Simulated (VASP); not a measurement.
# GaN: single point with r2SCAN

Crystal: GaN.

```
Ga N
1.0
     0.03266    2.24787    2.24787
     2.24787    0.03266    2.24787
     2.24787    2.24787    0.03266
Ga N
1 1
Direct
  0.00114 0.00114 0.00114
  0.24886 0.24886 0.24886
```

This cell differs from its parent crystal: epitaxial 111 strain -1.5%.

```yaml
Program: VASP 6.6.1
Task: single point
Functional: r2SCAN
Potentials_or_basis: VASP PAW PBE potentials, release 64 (Ga_d, N_h)
Cutoff: 910 eV
k_mesh: 10 × 10 × 10
Occupations: gaussian, width 0.01 eV
Spin: no spin polarisation
```

```json
{"Pressure": "5.9 GPa", "Band gap on the k mesh": "2.25 eV"}
```

Stress tensor (GPa, compression positive):
```
 5.87 -2.46 -2.46
-2.46  5.87 -2.46
-2.46 -2.46  5.87
```

Levels at points of the mesh, in eV from the valence-band top:
| k point | band 6 | band 7 | band 8 | band 9 | band 10 | band 11 | band 12 | band 13 |
| --- | --- | --- | --- | --- | --- | --- | --- | --- |
| (0.00, 0.00, 0.00) | -13.53 | -0.16 | 0.00 | 0.00 | 2.25 | 10.82 | 11.32 | 11.32 |
| (0.50, 0.00, 0.00) | -12.37 | -7.37 | -1.18 | -1.06 | 5.24 | 9.55 | 11.00 | 11.08 |
| (0.50, 0.50, 0.00) | -12.02 | -6.39 | -3.05 | -2.83 | 3.71 | 7.39 | 12.73 | 15.19 |
| (0.50, 0.50, 0.50) | -12.47 | -7.50 | -0.98 | -0.98 | 5.54 | 9.46 | 11.36 | 11.36 |

It took 2.9 min on 1 thread of Intel(R) Xeon(R) Platinum 8488C (Sapphire Rapids) (shared host), peak memory 0.25 GiB.

Caveat: the cell differs from its parent crystal (epitaxial 111 strain -1.5%); the cutoff is under 1.25 times the usual one of these potentials, so pressure, stress and relaxed cells hold a basis-set (Pulay) error; the cell stands under pressure; the PAW data sets were made with another functional, which shifts forces and pressure a little.
